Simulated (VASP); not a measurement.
# Hf4Pt (P6/mmm) in VASP: notebook

Hf4Pt is run at these levels: PBE; tasks: single point, relaxation of cell and atoms.

Program: VASP 6.6.1. These are calculated values, not measurements. Logs are shortened: lines on timing, memory, paths and dates and some standing lists are left out, and cuts for length are marked.

## (1) The cell of the first run

The structure is hexagonal, space group P6/mmm (No. 191). Conventional cell: a = 4.836 Å, b = 4.836 Å, c = 5.600 Å, α = 90.00°, β = 90.00°, γ = 120.00°. Hf (site symmetry 3m) has 5 Hf at 2.70 to 2.90 Å and 3 Pt at 3.10 Å within 3.6 Å. Pt (site symmetry 6/mmm) has 12 Hf at 3.10 Å within 4.1 Å.

The cell was generated, and may not be a known phase.

## (2) Single point, PBE

Contents of INCAR:

```
SYSTEM = Hf4Pt
PREC     = Accurate       ! precision mode
ENCUT    = 520            ! plane-wave cutoff, eV
EDIFF    = 1E-6           ! SCF threshold, eV
ISMEAR   = 0              ! smearing method
SIGMA    = 0.1            ! smearing width, eV
LREAL    = .False.        ! projectors in reciprocal space
LASPH    = .True.         ! aspherical terms in the spheres
NELM     = 80             ! most SCF steps
ALGO     = Normal         ! electronic algorithm
ISIF     = 2              ! what is computed and relaxed
LWAVE    = .False.        ! write WAVECAR
LCHARG   = .True.         ! write CHGCAR
GGA      = PE             ! functional
LELF     = .True.         ! ELF
LVHAR    = .True.       
NBANDS   = 33             ! bands
```

Contents of KPOINTS:

```
Automatic mesh
0
Gamma
  6 6 4
  0 0 0
```

Contents of POSCAR:

```
Hf4Pt
1.0
    4.8359816900      0.0000000000      0.0000000000
   -2.4179908500      4.1880830000      0.0000000000
    0.0000000000      0.0000000000      5.5999032700
Hf Pt
4 1
Direct
    0.3333333300      0.6666666700      0.7592441900
    0.3333333300      0.6666666700      0.2407558100
    0.6666666700      0.3333333300      0.2407558100
    0.6666666700      0.3333333300      0.7592441900
    0.0000000000      0.0000000000      0.0000000000
```

Potentials or basis: VASP PAW PBE potentials, release 64 (Hf_pv, Pt).

On the command line:

```console
cat potpaw_PBE.64/Hf_pv/POTCAR potpaw_PBE.64/Pt/POTCAR > POTCAR
mpirun -np 1 vasp_std > vasp.out
```

OUTCAR:

```text
SYSTEM = Hf4Pt
   PREC = Accurate
   ENCUT = 520
   EDIFF = 1E-6
   ISMEAR = 0
   LREAL = .False.
   LASPH = .True.
   NELM = 80
   ISIF = 2
   GGA = PE

 ion  position               nearest neighbor table
   1  0.333  0.667  0.759-   2 2.70   4 2.79   4 2.79   4 2.79   2 2.90   5 3.10   5 3.10   5 3.10

   2  0.333  0.667  0.241-   1 2.70   3 2.79   3 2.79   3 2.79   1 2.90   5 3.10   5 3.10   5 3.10

   3  0.667  0.333  0.241-   4 2.70   2 2.79   2 2.79   2 2.79   4 2.90   5 3.10   5 3.10   5 3.10

   4  0.667  0.333  0.759-   3 2.70   1 2.79   1 2.79   1 2.79   3 2.90   5 3.10   5 3.10   5 3.10

   5  0.000  0.000  0.000-   1 3.10   2 3.10   3 3.10   4 3.10   3 3.10   4 3.10   1 3.10   2 3.10
                             3 3.10   4 3.10   1 3.10   2 3.10

  LATTYP: Found a hexagonal cell.
 ALAT       =     4.8359816900
 C/A-ratio  =     1.1579661854

  Lattice vectors:

 A1 = (   4.8359816900,   0.0000000000,   0.0000000000)
 A2 = (  -2.4179908500,   4.1880830000,   0.0000000000)
 A3 = (   0.0000000000,   0.0000000000,   5.5999032700)

Analysis of symmetry for initial positions (statically):
=====================================================================
 Subroutine PRICEL returns:
 Original cell was already a primitive cell.

 Routine SETGRP: Setting up the symmetry group for a
 hexagonal supercell.

 Subroutine GETGRP returns: Found 24 space group operations
 (whereof 24 operations were pure point group operations)
 out of a pool of 24 trial point group operations.

The static configuration has the point symmetry D_6h.

Analysis of symmetry for dynamics (positions and initial velocities):
=====================================================================
 Subroutine PRICEL returns:
 Original cell was already a primitive cell.

 Routine SETGRP: Setting up the symmetry group for a
 hexagonal supercell.

 Subroutine GETGRP returns: Found 24 space group operations
 (whereof 24 operations were pure point group operations)
 out of a pool of 24 trial point group operations.

The dynamic configuration has the point symmetry D_6h.

 Subroutine INISYM returns: Found 24 space group operations
 (whereof 24 operations are pure point group operations),
 and found     1 'primitive' translations

----------------------------------------------------------------------------------------

                                     Primitive cell

  volume of cell :     113.4176

  direct lattice vectors                    reciprocal lattice vectors
     4.835981690  0.000000000  0.000000000     0.206783248  0.119386364  0.000000000
    -2.417990850  4.188083000  0.000000000     0.000000000  0.238772727  0.000000000
     0.000000000  0.000000000  5.599903270     0.000000000  0.000000000  0.178574513

  length of vectors
     4.835981690  4.835981696  5.599903270     0.238772728  0.238772727  0.178574513

  position of ions in fractional coordinates (direct lattice)
     0.333333330  0.666666670  0.759244190
     0.333333330  0.666666670  0.240755810
     0.666666670  0.333333330  0.240755810
     0.666666670  0.333333330  0.759244190
     0.000000000  0.000000000  0.000000000

  ion indices of the primitive-cell ions
   primitive index   ion index
                 1           1
                 2           2
                 3           3
                 4           4
                 5           5

----------------------------------------------------------------------------------------

 KPOINTS: Automatic mesh

Automatic generation of k-mesh.
 Grid dimensions read from file:
 generate k-points for:    6    6    4

 Generating k-lattice:

  Cartesian coordinates                     Fractional coordinates (reciprocal lattice)
     0.034463875  0.019897727  0.000000000     0.166666667  0.000000000  0.000000000
     0.000000000  0.039795455  0.000000000     0.000000000  0.166666667  0.000000000
     0.000000000  0.000000000  0.044643628     0.000000000  0.000000000  0.250000000

  Length of vectors
     0.039795455  0.039795455  0.044643628

  Shift w.r.t. Gamma in fractional coordinates (k-lattice)
     0.000000000  0.000000000  0.000000000

 Subroutine IBZKPT returns following result:
 ===========================================

 Found     21 irreducible k-points:

 Following reciprocal coordinates:
            Coordinates               Weight
  0.000000  0.000000  0.000000      1.000000
  0.166667  0.000000  0.000000      6.000000
  0.333333 -0.000000  0.000000      6.000000
  0.500000 -0.000000  0.000000      3.000000
  0.166667  0.166667  0.000000      6.000000
  0.333333  0.166667  0.000000     12.000000
[... 13 lines left out ...]
  0.333333  0.166667  0.500000     12.000000
  0.333333  0.333333  0.500000      2.000000
   k-points           NKPTS =     21   k-points in BZ     NKDIM =     21   number of bands    NBANDS=     33
   number of dos      NEDOS =    301   number of ions     NIONS =      5
   total plane-waves  NPLWV =  54432
   dimension x,y,z NGX =    36 NGY =   36 NGZ =   42
   dimension x,y,z NGXF=    72 NGYF=   72 NGZF=   84
   ions per type =               4   1
   NGX,Y,Z   is equivalent  to a cutoff of  12.38, 12.38, 12.47 a.u.
   NGXF,Y,Z  is equivalent  to a cutoff of  24.75, 24.75, 24.94 a.u.
 SYSTEM =  Hf4Pt
   PREC   = accura    normal or accurate (medium, high low for compatibility)
   ISTART =      0    job   : 0-new  1-cont  2-samecut
   ICHARG =      2    charge: 1-file 2-atom 10-const
   ISPIN  =      1    spin polarized calculation?
   LNONCOLLINEAR =      F non collinear calculations
   LSORBIT =      F    spin-orbit coupling
   LASPH  =      T    aspherical Exc in radial PAW
   ENCUT  =  520.0 eV  38.22 Ry    6.18 a.u.   8.99  8.99 10.41*2*pi/ulx,y,z
   NELM   =     80;   NELMIN=  2; NELMDL= -5     # of ELM steps
   EDIFF  = 0.1E-05   stopping-criterion for ELM
   LREAL  =      F    real-space projection
   EDIFFG = 0.1E-04   stopping-criterion for IOM
   NSW    =      0    number of steps for IOM
   IBRION =     -1    ionic relax: 0-MD 1-quasi-New 2-CG
   NFREE  =      0    steps in history (QN), initial steepest desc. (CG)
   ISIF   =      2    stress and relaxation
   ISYM   =      2    0-nonsym 1-usesym 2-fastsym
   POTIM  = 0.5000    time-step for ionic-motion
   TEBEG  =    0.0;   TEEND  =   0.0 temperature during run
   PSTRESS=    0.0 pullay stress
   NELECT =      50.0000    total number of electrons
   NUPDOWN=      -1.0000    fix difference up-down
   EMIN   =  10.00;   EMAX   =-10.00  energy-range for DOS
   EFERMI =   0.00;   METHOD = LEGACY
   ISMEAR =     0;   SIGMA  =   0.10  broadening in eV -4-tet -1-fermi 0-gaus
   EFERMI_NEDOS =   21; number of points for ismear=-14 and -15
   IALGO  =     38    algorithm
   IMIX   =      4    mixing-type and parameters
     AMIX     =   0.40;   BMIX     =  1.00
     AMIX_MAG =   1.60;   BMIX_MAG =  1.00
  volume/ion in A,a.u.               =      22.68       153.08
  Fermi-wavevector in a.u.,A,eV,Ry     =   1.245962  2.354526 21.121963  1.552420
  Thomas-Fermi vector in A             =   2.380160
   LORBIT       =      0    0 simple, 1 ext, 2 COOP (PROOUT), +10 PAW based schemes
   GGA     = PE    functional components
   LHFCALC =     F    Hartree Fock is set to
   AEXX    =    0.0000 exact exchange contribution
   IVDW    =     0    specifies the selected vdW correction
   LEPSILON=     F    determine dielectric tensor
   LRPA    =     F    only Hartree local field effects (RPA)
 non-spin polarized calculation
 Gauss-broadening in eV      SIGMA  =   0.10
  energy-cutoff  :      520.00
  volume of cell :      113.42
 maximum number of plane-waves:      3090
 NGX is ok and might be reduce to    36
   NGX = 17   NGY = 17   NGZ = 21

 number of electron      50.0000004 magnetization

 Free energy of the ion-electron system (eV)
  ---------------------------------------------------
  ext. energy  EPLUGINS =         0.00000000
  ---------------------------------------------------
  free energy    TOTEN  =       -42.59616826 eV

  energy without entropy =      -42.56792080  energy(sigma->0) =      -42.58204453

 E-fermi :   4.7026     XC(G=0): -11.0323

 val. band max:        4.6768056145   @ k =   0.1667   0.0000   0.2500
 cond. band min:       4.7067652883   @ k =   0.3333   0.1667   0.0000
 fundamental gap:      0.0299596738
 Fermi energy:         4.7025898577

 k-point     1 :       0.0000    0.0000    0.0000
  band No.  band energies     occupation
      1     -26.4887      2.00000
      2     -26.2973      2.00000
      3     -26.2973      2.00000
      4     -26.2078      2.00000
      5     -26.1170      2.00000
      6     -26.1170      2.00000
[... 25 lines left out ...]
     32       6.9399      0.00000
     33       7.9051      0.00000

 k-point     2 :       0.1667    0.0000    0.0000
  band No.  band energies     occupation
      1     -26.4721      2.00000
      2     -26.3163      2.00000
      3     -26.2569      2.00000
      4     -26.2242      2.00000
      5     -26.1353      2.00000
      6     -26.0781      2.00000
[... 25 lines left out ...]
     32       7.1108      0.00000
     33       7.7564      0.00000

 k-point     3 :       0.3333   -0.0000    0.0000
  band No.  band energies     occupation
      1     -26.4292      2.00000
      2     -26.3518      2.00000
      3     -26.2684      2.00000
      4     -26.1695      2.00000
      5     -26.1581      2.00000
      6     -25.9827      2.00000
[... 25 lines left out ...]
     32       7.3185      0.00000
     33       8.5693      0.00000

 k-point     4 :       0.5000   -0.0000    0.0000
  band No.  band energies     occupation
      1     -26.3947      2.00000
      2     -26.3685      2.00000
      3     -26.3030      2.00000
      4     -26.1856      2.00000
      5     -26.0941      2.00000
      6     -25.9180      2.00000
[... 565 lines left out ...]
     32       7.3392      0.00000
     33       7.3943      0.00000

 k-point    20 :       0.3333    0.1667    0.5000
  band No.  band energies     occupation
      1     -26.3267      2.00000
      2     -26.2613      2.00000
      3     -26.0004      2.00000
      4     -25.9717      2.00000
      5     -25.9367      2.00000
      6     -25.8842      2.00000
[... 25 lines left out ...]
     32       7.3200      0.00000
     33       7.6723      0.00000

 k-point    21 :       0.3333    0.3333    0.5000
  band No.  band energies     occupation
      1     -26.3495      2.00000
      2     -26.2816      2.00000
      3     -25.9347      2.00000
      4     -25.9347      2.00000
      5     -25.8133      2.00000
      6     -25.8133      2.00000
[... 25 lines left out ...]
     32       7.6410      0.00000
     33       7.6525      0.00000

------------------------ aborting loop because EDIFF is reached ----------------------------------------

  FORCE on cell =-STRESS in cart. coord.  units (eV):
  Direction    XX          YY          ZZ          XY          YZ          ZX
  --------------------------------------------------------------------------------------
  -------------------------------------------------------------------------------------
  Total        0.3326699      0.3326699     -0.2932134     -0.0000000     -0.0000000      0.0000000
  in kB        4.6994127      4.6994127     -4.1420364     -0.0000000     -0.0000000      0.0000000
  external PRESSURE =       1.7522630 kB  Pullay stress =       0.0000000 kB

 VOLUME and BASIS-vectors are now :
 -----------------------------------------------------------------------------
  energy-cutoff  :      520.00
  volume of cell :      113.42
      direct lattice vectors                 reciprocal lattice vectors
     4.835981690  0.000000000  0.000000000     0.206783248  0.119386364  0.000000000
    -2.417990850  4.188083000  0.000000000     0.000000000  0.238772727  0.000000000
     0.000000000  0.000000000  5.599903270     0.000000000  0.000000000  0.178574513

 POSITION                                       TOTAL-FORCE (eV/Angst)
 -----------------------------------------------------------------------------------
     -0.00000      2.79206      4.25169        -0.000000      0.000000     -0.617363
     -0.00000      2.79206      1.34821        -0.000000      0.000000      0.617363
      2.41799      1.39603      1.34821         0.000000      0.000000      0.617363
      2.41799      1.39603      4.25169         0.000000     -0.000000     -0.617363
      0.00000      0.00000      0.00000        -0.000000      0.000000      0.000000
 -----------------------------------------------------------------------------------
    total drift:                               -0.000000     -0.000000      0.000000

  FREE ENERGIE OF THE ION-ELECTRON SYSTEM (eV)
  ---------------------------------------------------
  free  energy   TOTEN  =       -42.5961682556 eV

  energy  without entropy=      -42.5679208048  energy(sigma->0) =      -42.58204453
```

Wall time 2.2 min (1 thread of Oxide Virtual Turin-like, shared host); peak memory 0.22 GiB.

What came out:

- Free energy: -42.5962 eV
- Pressure: 0.2 GPa
- Largest force: 0.617 eV/Å
- Band gap on the k mesh: zero (bands 25 and 26 overlap by 1.01 eV)

Forces on the atoms (eV/Å):
```
Hf   0.000  0.000 -0.617
Hf   0.000  0.000  0.617
Hf   0.000  0.000  0.617
Hf   0.000  0.000 -0.617
Pt   0.000  0.000  0.000
```

Caveat: spin-orbit coupling is left out, which moves the levels of the heavy elements.

## (3) Single point, PBE

This run uses another cell than the first one, of 22.77 Å³/atom.

Contents of INCAR:

```
PREC = Accurate ; ENCUT = 520
EDIFF = 1E-6 ; ISMEAR = 0
SIGMA = 0.1 ; LREAL = False
LASPH = True ; NELM = 100
ALGO = Normal ; ISIF = 2
LWAVE = False ; LCHARG = True
GGA = PE ; LELF = True
LVHAR = True ; NBANDS = 33
```

Contents of KPOINTS:

```
Automatic mesh
0
Gamma
  6 6 4
```

Contents of POSCAR:

```
Hf4Pt
1.0
    4.8514678761      0.0000000029      0.0000000000
   -2.4257339405      4.2014944249      0.0000000000
    0.0000000000      0.0000000000      5.5844246895
Hf Pt
4 1
Direct
    0.3333333333      0.6666666667      0.7542884944
    0.3333333333      0.6666666667      0.2457115056
    0.6666666667      0.3333333333      0.2457115056
    0.6666666667      0.3333333333      0.7542884944
    0.0000000000      0.0000000000      0.0000000000
```

Potentials or basis: VASP PAW PBE potentials, release 64 (Hf_pv, Pt).

On the command line:

```console
cat potpaw_PBE.64/Hf_pv/POTCAR potpaw_PBE.64/Pt/POTCAR > POTCAR
mpirun -np 1 vasp_std > vasp.out
```

OUTCAR:

```text
PREC = Accurate
   ENCUT = 520
   EDIFF = 1E-6
   ISMEAR = 0
   LREAL = False
   LASPH = True
   NELM = 100
   ISIF = 2
   GGA = PE

 ion  position               nearest neighbor table
   1  0.333  0.667  0.754-   2 2.74   4 2.80   4 2.80   4 2.80   2 2.84   5 3.12   5 3.12   5 3.12

   2  0.333  0.667  0.246-   1 2.74   3 2.80   3 2.80   3 2.80   1 2.84   5 3.12   5 3.12   5 3.12

   3  0.667  0.333  0.246-   4 2.74   2 2.80   2 2.80   2 2.80   4 2.84   5 3.12   5 3.12   5 3.12

   4  0.667  0.333  0.754-   3 2.74   1 2.80   1 2.80   1 2.80   3 2.84   5 3.12   5 3.12   5 3.12

   5  0.000  0.000  0.000-   1 3.12   2 3.12   3 3.12   4 3.12   1 3.12   2 3.12   3 3.12   4 3.12
                             3 3.12   4 3.12   1 3.12   2 3.12

  LATTYP: Found a hexagonal cell.
 ALAT       =     4.8514678761
 C/A-ratio  =     1.1510793913

  Lattice vectors:

 A1 = (   4.8514678761,   0.0000000029,   0.0000000000)
 A2 = (  -2.4257339405,   4.2014944249,   0.0000000000)
 A3 = (   0.0000000000,   0.0000000000,   5.5844246895)

Analysis of symmetry for initial positions (statically):
[... 176 lines left out ...]

 val. band max:        4.6267666803   @ k =   0.1667  -0.0000   0.2500
 cond. band min:       4.6486929202   @ k =   0.3333   0.1667   0.0000
 fundamental gap:      0.0219262399
 Fermi energy:         4.6435834294

 k-point     1 :       0.0000    0.0000    0.0000
  band No.  band energies     occupation
      1     -26.4998      2.00000
      2     -26.3154      2.00000
      3     -26.3154      2.00000
      4     -26.2268      2.00000
      5     -26.1397      2.00000
      6     -26.1397      2.00000
[... 745 lines left out ...]
     32       7.4288      0.00000
     33       7.4289      0.00000

------------------------ aborting loop because EDIFF is reached ----------------------------------------

  FORCE on cell =-STRESS in cart. coord.  units (eV):
  Direction    XX          YY          ZZ          XY          YZ          ZX
  --------------------------------------------------------------------------------------
  -------------------------------------------------------------------------------------
  Total       -0.3911483     -0.3911483     -0.4076658     -0.0000000     -0.0000000      0.0000000
  in kB       -5.5054984     -5.5054984     -5.7379863     -0.0000000     -0.0000000      0.0000000
  external PRESSURE =      -5.5829944 kB  Pullay stress =       0.0000000 kB

 VOLUME and BASIS-vectors are now :
 -----------------------------------------------------------------------------
  energy-cutoff  :      520.00
  volume of cell :      113.83
      direct lattice vectors                 reciprocal lattice vectors
     4.851467876  0.000000003  0.000000000     0.206123183  0.119005275  0.000000000
    -2.425733940  4.201494425  0.000000000    -0.000000000  0.238010550  0.000000000
     0.000000000  0.000000000  5.584424689     0.000000000  0.000000000  0.179069475

 POSITION                                       TOTAL-FORCE (eV/Angst)
 -----------------------------------------------------------------------------------
     -0.00000      2.80100      4.21227        -0.000000      0.000000      0.031881
     -0.00000      2.80100      1.37216         0.000000     -0.000000     -0.031881
      2.42573      1.40050      1.37216         0.000000      0.000000     -0.031881
      2.42573      1.40050      4.21227        -0.000000     -0.000000      0.031881
      0.00000      0.00000      0.00000        -0.000000      0.000000     -0.000000
 -----------------------------------------------------------------------------------
    total drift:                                0.000000      0.000000      0.000000

  FREE ENERGIE OF THE ION-ELECTRON SYSTEM (eV)
  ---------------------------------------------------
  free  energy   TOTEN  =       -42.6294323756 eV

  energy  without entropy=      -42.6006193427  energy(sigma->0) =      -42.61502586
```

stdout:

```text
POSCAR found type information on POSCAR HfPt
 POSCAR found :  2 types and       5 ions
 scaLAPACK will be used
 LDA part: xc-table for (Slater+PW92), standard interpolation
 POSCAR, INCAR and KPOINTS ok, starting setup
 FFT: planning ... GRIDC
 FFT: planning ... GRID_SOFT
 FFT: planning ... GRID
 WAVECAR not read
 entering main loop
```

Run time: 2 min. Hardware: 1 thread of Oxide Virtual Turin-like, shared host; peak memory 0.22 GiB.

What came out:

```
Free energy            : -42.6294 eV
Pressure               : -0.6 GPa
Largest force          : 0.032 eV/Å
Band gap on the k mesh : zero (bands 25 and 26 overlap by 1.15 eV)
```

Forces in eV/Å, atoms in the order of the input:
```
Hf   0.000  0.000  0.032
Hf   0.000  0.000 -0.032
Hf   0.000  0.000 -0.032
Hf   0.000  0.000  0.032
Pt   0.000  0.000  0.000
```

Levels at points of the mesh, in eV from the Fermi level:
```
           k point  band 21  band 22  band 23  band 24  band 25  band 26  band 27  band 28  band 29  band 30
(0.00, 0.00, 0.00)    -1.03    -0.76    -0.76    -0.61    -0.61     0.71     0.85     0.85     1.27     1.27
(0.50, 0.00, 0.00)    -1.58    -0.82    -0.70    -0.42    -0.41    -0.40     0.05     0.95     1.06     1.51
(0.00, 0.00, 0.50)    -0.49    -0.19    -0.19     0.20     0.75     0.75     0.79     1.53     1.53     2.21
(0.50, 0.00, 0.50)    -1.47    -1.32    -1.21    -0.51    -0.25     0.23     0.58     0.77     1.47     1.73
```

Caveat: spin-orbit coupling is left out, which moves the levels of the heavy elements.

(Continued in part 2 of 2.)

The gap in the log of VASP goes by the Fermi energy; the results here count the filled bands.